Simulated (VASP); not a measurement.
## PtSe2: single point with PBE+D3(BJ)

The system is PtSe2.

```
Pt Se
1.0
     3.77167    0.00000    0.00000
    -1.88583    3.26636    0.00000
     0.00000    0.00000    4.81978
Pt Se
1 2
Direct
  0.00000 0.00000 0.00000
  0.33333 0.66667 0.26560
  0.66667 0.33333 0.73440
```

| Item | Value |
| --- | --- |
| Program | VASP 6.6.1 |
| Task | single point |
| Functional | PBE |
| Dispersion | D3(BJ) |
| Potentials or basis | VASP PAW PBE potentials, release 64 (Pt, Se) |
| Cutoff | 520 eV |
| k mesh | 12 × 12 × 8 |
| Occupations | gaussian, width 0.03 eV |
| Spin | no spin polarisation |
| Dipole correction | no |
| Further INCAR settings | ALGO = Normal; EDIFF = 1e-06; NBANDS = 18 |

```yaml
Pressure: 0.0 GPa
Largest_force: 0.006 eV/Å
Band_gap_on_the_k_mesh: zero (bands 11 and 12 overlap by 0.83 eV)
Dispersion_energy_per_atom: -0.490 eV
```

Forces on the atoms (eV/Å):
```
Pt   0.000  0.000  0.000
Se   0.000  0.000  0.006
Se   0.000  0.000 -0.006
```

Levels at points of the mesh, in eV from the Fermi level:
| k point | band 7 | band 8 | band 9 | band 10 | band 11 | band 12 | band 13 | band 14 | band 15 | band 16 |
| --- | --- | --- | --- | --- | --- | --- | --- | --- | --- | --- |
| (0.00, 0.00, 0.00) | -3.82 | -2.50 | -1.04 | -1.04 | 0.76 | 1.04 | 1.04 | 3.33 | 4.08 | 7.24 |
| (0.50, 0.00, 0.00) | -3.74 | -3.73 | -3.35 | -3.28 | -2.94 | 0.47 | 2.47 | 5.00 | 6.10 | 6.99 |
| (0.00, 0.00, 0.50) | -3.87 | -2.93 | -1.75 | -1.75 | -1.73 | 2.30 | 2.30 | 4.97 | 6.50 | 6.54 |
| (0.50, 0.00, 0.50) | -3.39 | -3.37 | -3.10 | -2.62 | -1.13 | 0.58 | 1.43 | 4.89 | 4.90 | 7.68 |

Run time: 49 s on 1 thread of Intel(R) Xeon(R) 6975P-C (Granite Rapids), on a shared host, peak memory 0.28 GiB.

Caveat: spin-orbit coupling is left out, which moves the levels of the heavy elements.
